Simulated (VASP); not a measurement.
# CaC2 (I4/mmm) in VASP: a series of runs

CaC2 is run at these levels: LDA; tasks: single point.

Everything below comes from runs of VASP 6.6.1. Logs are shortened: lines on timing, memory, paths and dates and some standing lists are left out, and cuts for length are marked.

## Step 1: The cell of the first run

The structure is tetragonal, space group I4/mmm (No. 139). Conventional cell: a = 3.965 Å, b = 3.965 Å, c = 6.084 Å, α = 90.00°, β = 90.00°, γ = 90.00°. Ca (site symmetry 4/mmm) has 10 C at 2.45 to 2.87 Å within 3.2 Å. C (site symmetry 4mm) has 1 C at 1.19 Å within 1.6 Å.

## Step 2: Single point, LDA (strain +0.025 along x and y, -0.050 along z)

Contents of INCAR:

```
PREC     = Accurate       # precision mode
ENCUT    = 520            # plane-wave cutoff, eV
EDIFF    = 1E-6           # SCF threshold, eV
ISMEAR   = 0              # smearing method
SIGMA    = 0.05           # smearing width, eV
LREAL    = False          # projectors in reciprocal space
LASPH    = True           # aspherical terms in the spheres
NELM     = 100            # most SCF steps
ALGO     = Normal         # electronic algorithm
ISIF     = 2              # what is computed and relaxed
LWAVE    = False          # write WAVECAR
LCHARG   = True           # write CHGCAR
LELF     = True           # ELF
LVHAR    = True         
NBANDS   = 16             # bands
```

Contents of KPOINTS:

```
regular mesh
0
Gamma
  10 10 10
```

Contents of POSCAR:

```
CaC2
1.0
   -1.9826560644      1.9826560644      3.0420056804
    1.9826560644     -1.9826560644      3.0420056804
    1.9826560644      1.9826560644     -3.0420056804
Ca C
1 2
Direct
    0.0000000000      0.0000000000      0.0000000000
    0.5978927200      0.5978927200      0.0000000000
    0.4021072800      0.4021072800      0.0000000000
```

Potentials or basis: VASP PAW LDA potentials, release 64 (Ca_sv, C).

The run is started by

```console
cat potpaw_LDA.64/Ca_sv/POTCAR potpaw_LDA.64/C/POTCAR > POTCAR
mpirun -np 1 vasp_std > vasp.out
```

OUTCAR:

```text
PREC = Accurate
   ENCUT = 520
   EDIFF = 1E-6
   ISMEAR = 0
   LREAL = False
   LASPH = True
   NELM = 100
   ISIF = 2

 ion  position               nearest neighbor table
   1  0.000  0.000  0.000-   2 2.45   3 2.45
   2  0.598  0.598  0.000-   3 1.19   1 2.45
   3  0.402  0.402  0.000-   2 1.19   1 2.45

  LATTYP: Found a body centered tetragonal cell.
 ALAT       =     3.9653121288
 C/A-ratio  =     1.5343083125

  Lattice vectors:

 A1 = (  -1.9826560644,   1.9826560644,   3.0420056804)
 A2 = (   1.9826560644,  -1.9826560644,   3.0420056804)
 A3 = (   1.9826560644,   1.9826560644,  -3.0420056804)

Analysis of symmetry for initial positions (statically):
=====================================================================
 Subroutine PRICEL returns:
 Original cell was already a primitive cell.

 Routine SETGRP: Setting up the symmetry group for a
 body centered tetragonal supercell.

 Subroutine GETGRP returns: Found 16 space group operations
 (whereof 16 operations were pure point group operations)
 out of a pool of 16 trial point group operations.

The static configuration has the point symmetry D_4h.

Analysis of symmetry for dynamics (positions and initial velocities):
=====================================================================
 Subroutine PRICEL returns:
 Original cell was already a primitive cell.

 Routine SETGRP: Setting up the symmetry group for a
 body centered tetragonal supercell.

 Subroutine GETGRP returns: Found 16 space group operations
 (whereof 16 operations were pure point group operations)
 out of a pool of 16 trial point group operations.

The dynamic configuration has the point symmetry D_4h.

 Subroutine INISYM returns: Found 16 space group operations
 (whereof 16 operations are pure point group operations),
 and found     1 'primitive' translations

----------------------------------------------------------------------------------------

                                     Primitive cell

  volume of cell :      47.8316

  direct lattice vectors                    reciprocal lattice vectors
    -1.982656064  1.982656064  3.042005680     0.000000000  0.252186957  0.164365242
     1.982656064 -1.982656064  3.042005680     0.252186957  0.000000000  0.164365242
     1.982656064  1.982656064 -3.042005680     0.252186957  0.252186957  0.000000000

  length of vectors
     4.137106320  4.137106320  4.137106320     0.301021916  0.301021916  0.356646215

  position of ions in fractional coordinates (direct lattice)
     0.000000000  0.000000000  0.000000000
     0.597892720  0.597892720  0.000000000
     0.402107280  0.402107280  0.000000000

  ion indices of the primitive-cell ions
   primitive index   ion index
                 1           1
                 2           2
                 3           3

----------------------------------------------------------------------------------------

 KPOINTS: regular mesh

Automatic generation of k-mesh.
 Grid dimensions read from file:
 generate k-points for:   10   10   10

 Generating k-lattice:

  Cartesian coordinates                     Fractional coordinates (reciprocal lattice)
     0.000000000  0.025218696  0.016436524     0.100000000  0.000000000  0.000000000
     0.025218696  0.000000000  0.016436524     0.000000000  0.100000000  0.000000000
     0.025218696  0.025218696  0.000000000     0.000000000  0.000000000  0.100000000

  Length of vectors
     0.030102192  0.030102192  0.035664622

  Shift w.r.t. Gamma in fractional coordinates (k-lattice)
     0.000000000  0.000000000  0.000000000

 Subroutine IBZKPT returns following result:
 ===========================================

 Found    102 irreducible k-points:

 Following reciprocal coordinates:
            Coordinates               Weight
  0.000000  0.000000  0.000000      1.000000
  0.100000 -0.000000  0.000000      8.000000
  0.200000 -0.000000  0.000000      8.000000
  0.300000 -0.000000  0.000000      8.000000
  0.400000  0.000000 -0.000000      8.000000
  0.500000 -0.000000  0.000000      4.000000
[... 16 lines left out ...]
  0.300000  0.300000  0.000000      8.000000
  0.400000  0.300000  0.000000     16.000000
 [... further k-points ...]
   k-points           NKPTS =    102   k-points in BZ     NKDIM =    102   number of bands    NBANDS=     16
   number of dos      NEDOS =    301   number of ions     NIONS =      3
   total plane-waves  NPLWV =  32768
   dimension x,y,z NGX =    32 NGY =   32 NGZ =   32
   dimension x,y,z NGXF=    64 NGYF=   64 NGZF=   64
   ions per type =               1   2
   NGX,Y,Z   is equivalent  to a cutoff of  12.86, 12.86, 12.86 a.u.
   NGXF,Y,Z  is equivalent  to a cutoff of  25.72, 25.72, 25.72 a.u.
 SYSTEM =  unknown system
   PREC   = accura    normal or accurate (medium, high low for compatibility)
   ISTART =      0    job   : 0-new  1-cont  2-samecut
   ICHARG =      2    charge: 1-file 2-atom 10-const
   ISPIN  =      1    spin polarized calculation?
   LNONCOLLINEAR =      F non collinear calculations
   LSORBIT =      F    spin-orbit coupling
   LASPH  =      T    aspherical Exc in radial PAW
   ENCUT  =  520.0 eV  38.22 Ry    6.18 a.u.   7.69  7.69  7.69*2*pi/ulx,y,z
   NELM   =    100;   NELMIN=  2; NELMDL= -5     # of ELM steps
   EDIFF  = 0.1E-05   stopping-criterion for ELM
   LREAL  =      F    real-space projection
   EDIFFG = 0.1E-04   stopping-criterion for IOM
   NSW    =      0    number of steps for IOM
   IBRION =     -1    ionic relax: 0-MD 1-quasi-New 2-CG
   NFREE  =      0    steps in history (QN), initial steepest desc. (CG)
   ISIF   =      2    stress and relaxation
   ISYM   =      2    0-nonsym 1-usesym 2-fastsym
   POTIM  = 0.5000    time-step for ionic-motion
   TEBEG  =    0.0;   TEEND  =   0.0 temperature during run
   PSTRESS=    0.0 pullay stress
   NELECT =      18.0000    total number of electrons
   NUPDOWN=      -1.0000    fix difference up-down
   EMIN   =  10.00;   EMAX   =-10.00  energy-range for DOS
   EFERMI =   0.00;   METHOD = LEGACY
   ISMEAR =     0;   SIGMA  =   0.05  broadening in eV -4-tet -1-fermi 0-gaus
   EFERMI_NEDOS =   21; number of points for ismear=-14 and -15
   IALGO  =     38    algorithm
   IMIX   =      4    mixing-type and parameters
     AMIX     =   0.40;   BMIX     =  1.00
     AMIX_MAG =   1.60;   BMIX_MAG =  1.00
  volume/ion in A,a.u.               =      15.94       107.59
  Fermi-wavevector in a.u.,A,eV,Ry     =   1.181936  2.233536 19.006977  1.396973
  Thomas-Fermi vector in A             =   2.318200
   LORBIT       =      0    0 simple, 1 ext, 2 COOP (PROOUT), +10 PAW based schemes
   GGA     = CA    functional components
   LHFCALC =     F    Hartree Fock is set to
   AEXX    =    0.0000 exact exchange contribution
   IVDW    =     0    specifies the selected vdW correction
   LEPSILON=     F    determine dielectric tensor
   LRPA    =     F    only Hartree local field effects (RPA)
 non-spin polarized calculation
 Gauss-broadening in eV      SIGMA  =   0.05
  energy-cutoff  :      520.00
  volume of cell :       47.83
 maximum number of plane-waves:      1308
   NGX = 15   NGY = 15   NGZ = 15

 number of electron      18.0000001 magnetization

 Free energy of the ion-electron system (eV)
  ---------------------------------------------------
  ext. energy  EPLUGINS =         0.00000000
  ---------------------------------------------------
  free energy    TOTEN  =       -21.89858241 eV

  energy without entropy =      -21.89858241  energy(sigma->0) =      -21.89858241

 E-fermi :   1.2402     XC(G=0):  -9.7631

 val. band max:        1.0237802156   @ k =  -0.3000  -0.3000   0.3000
 cond. band min:       2.5893922775   @ k =   0.5000   0.5000   0.0000
 fundamental gap:      1.5656120620
 Fermi energy:         1.2402312858

 k-point     1 :       0.0000    0.0000    0.0000
  band No.  band energies     occupation
      1     -37.1195      2.00000
      2     -18.4494      2.00000
      3     -18.4494      2.00000
      4     -18.3064      2.00000
      5     -11.6793      2.00000
      6      -1.5345      2.00000
[... 8 lines left out ...]
     15      10.9350      0.00000
     16      10.9350      0.00000

 k-point     2 :       0.1000   -0.0000    0.0000
  band No.  band energies     occupation
      1     -37.1185      2.00000
      2     -18.4621      2.00000
      3     -18.4500      2.00000
      4     -18.3119      2.00000
      5     -11.6411      2.00000
      6      -1.7284      2.00000
[... 8 lines left out ...]
     15      10.6751      0.00000
     16      10.7830      0.00000

 k-point     3 :       0.2000   -0.0000    0.0000
  band No.  band energies     occupation
      1     -37.1158      2.00000
      2     -18.4970      2.00000
      3     -18.4514      2.00000
      4     -18.3244      2.00000
      5     -11.5406      2.00000
      6      -2.1179      2.00000
[... 8 lines left out ...]
     15      10.0030      0.00000
     16      10.3163      0.00000

 k-point     4 :       0.3000   -0.0000    0.0000
  band No.  band energies     occupation
      1     -37.1125      2.00000
      2     -18.5418      2.00000
      3     -18.4531      2.00000
      4     -18.3369      2.00000
      5     -11.4150      2.00000
      6      -2.5063      2.00000
[... 8 lines left out ...]
     15       9.1658      0.00000
     16       9.5504      0.00000
[... 324 lines left out ...]
 k-point    22 :      -0.2000    0.2000    0.0000
  band No.  band energies     occupation
      1     -37.1141      2.00000
      2     -18.5030      2.00000
      3     -18.4704      2.00000
      4     -18.3226      2.00000
      5     -11.5081      2.00000
      6      -1.7764      2.00000
[... 8 lines left out ...]
     15       9.6144      0.00000
     16      10.9830      0.00000

 k-point    23 :       0.3000    0.3000    0.0000
  band No.  band energies     occupation
      1     -37.1067      2.00000
      2     -18.5319      2.00000
      3     -18.5224      2.00000
      4     -18.3602      2.00000
      5     -11.3222      2.00000
      6      -2.5355      2.00000
[... 8 lines left out ...]
     15       9.1027      0.00000
     16       9.4243      0.00000

 k-point    24 :       0.4000    0.3000    0.0000
  band No.  band energies     occupation
      1     -37.1055      2.00000
      2     -18.5512      2.00000
      3     -18.5147      2.00000
      4     -18.3613      2.00000
      5     -11.3239      2.00000
      6      -2.2969      2.00000
[... 8 lines left out ...]
     15       9.0848      0.00000
     16       9.7140      0.00000

 [... further k-points ...]
[... 5 lines left out ...]
  --------------------------------------------------------------------------------------
  -------------------------------------------------------------------------------------
  Total       -1.7482569     -1.7482569      8.3782746      0.0000000     -0.0000000      0.0000000
  in kB      -58.5599969    -58.5599969    280.6405312      0.0000000     -0.0000000      0.0000000
  external PRESSURE =      54.5068458 kB  Pullay stress =       0.0000000 kB

 VOLUME and BASIS-vectors are now :
 -----------------------------------------------------------------------------
  energy-cutoff  :      520.00
  volume of cell :       47.83
      direct lattice vectors                 reciprocal lattice vectors
    -1.982656064  1.982656064  3.042005680     0.000000000  0.252186957  0.164365242
     1.982656064 -1.982656064  3.042005680     0.252186957  0.000000000  0.164365242
     1.982656064  1.982656064 -3.042005680     0.252186957  0.252186957  0.000000000

 POSITION                                       TOTAL-FORCE (eV/Angst)
 -----------------------------------------------------------------------------------
      0.00000      0.00000      0.00000        -0.000000     -0.000000     -0.000000
      0.00000      0.00000      3.63759        -0.000000     -0.000000      5.696993
      0.00000      0.00000      2.44643         0.000000      0.000000     -5.696993
 -----------------------------------------------------------------------------------
    total drift:                                0.000000      0.000000      0.000000

  FREE ENERGIE OF THE ION-ELECTRON SYSTEM (eV)
  ---------------------------------------------------
  free  energy   TOTEN  =       -21.8985824133 eV

  energy  without entropy=      -21.8985824133  energy(sigma->0) =      -21.89858241
```

It took 84 s on 1 thread of Intel Xeon Platinum 8259CL at 2.50GHz (Skylake/Cascade Lake), shared host; peak memory 0.2 GiB.

Results:

- Free energy: -21.8986 eV
- Pressure: 5.5 GPa
- Largest force: 5.697 eV/Å
- Band gap on the k mesh: 1.57 eV, indirect (least direct gap 2.61 eV)

Forces in eV/Å, atoms in the order of the input:
```
Ca   0.000  0.000  0.000
C    0.000  0.000  5.697
C    0.000  0.000 -5.697
```

Caveat: the cell differs from its parent crystal (strain +0.025 along x and y, -0.050 along z); forces of over 1 eV/Å act on the atoms, so gaps and moduli don't describe the material at rest.

## Step 3: Single point, LDA (strain +0.000 along x and y, +0.025 along z)

Changes to INCAR since step 2:

```diff
@@ -2,3 +2,3 @@
 ENCUT    = 520            # plane-wave cutoff, eV
-EDIFF    = 1E-6           # SCF threshold, eV
+EDIFF    = 1E-7           # SCF threshold, eV
 ISMEAR   = 0              # smearing method
@@ -11,5 +11,3 @@
 LWAVE    = False          # write WAVECAR
-LCHARG   = True           # write CHGCAR
-LELF     = True           # ELF
-LVHAR    = True         
+LCHARG   = False          # write CHGCAR
 NBANDS   = 16             # bands
```

Contents of KPOINTS:

```
Automatic mesh
0
Gamma
  10 10 10
```

Contents of POSCAR:

```
CaC2
1.0
   -1.9342985994      1.9342985994      3.2821640236
    1.9342985994     -1.9342985994      3.2821640236
    1.9342985994      1.9342985994     -3.2821640236
Ca C
1 2
Direct
    0.0000000000      0.0000000000      0.0000000000
    0.5978927200      0.5978927200      0.0000000000
    0.4021072800      0.4021072800      0.0000000000
```

Potentials or basis: VASP PAW LDA potentials, release 64 (Ca_sv, C).

The run is started by

```console
cat potpaw_LDA.64/Ca_sv/POTCAR potpaw_LDA.64/C/POTCAR > POTCAR
mpirun -np 1 vasp_std > vasp.out
```

It took 79 s on 1 thread of Intel Xeon Platinum 8259CL at 2.50GHz (Skylake/Cascade Lake), shared host; peak memory 0.21 GiB.

Results (log left out):

* Free energy: -22.0582 eV
* Pressure: -8.3 GPa
* Largest force: 1.872 eV/Å
* Band gap on the k mesh: 1.06 eV, indirect (least direct gap 2.12 eV)

Forces on the atoms (eV/Å):
```
Ca   0.000  0.000  0.000
C    0.000  0.000 -1.872
C    0.000  0.000  1.872
```

Stress tensor (GPa, compression positive):
```
 -4.06   0.00   0.00
  0.00  -4.06   0.00
  0.00   0.00 -16.75
```

Levels at points of the mesh, in eV from the valence-band top:
```csv
k point,band 5,band 6,band 7,band 8,band 9,band 10,band 11,band 12,band 13,band 14
"(0.00, 0.00, 0.00)",-12.65,-2.74,-2.31,-0.96,-0.96,3.01,3.01,4.01,5.00,5.67
"(0.50, 0.00, 0.00)",-12.19,-4.27,-2.41,-1.81,-0.92,4.55,5.60,5.82,6.05,6.08
"(0.50, 0.50, 0.00)",-12.31,-3.09,-2.71,-1.61,-1.06,1.06,5.24,6.25,6.96,7.23
"(0.50, 0.50, 0.50)",-12.39,-4.59,-1.56,-1.56,0.00,3.01,5.54,6.02,6.19,6.19
```

Caveat: the cell differs from its parent crystal (strain +0.000 along x and y, +0.025 along z); forces of over 1 eV/Å act on the atoms, so gaps and moduli don't describe the material at rest. A k mesh can miss the band edges.

(Part 1 of 2 ends here.)
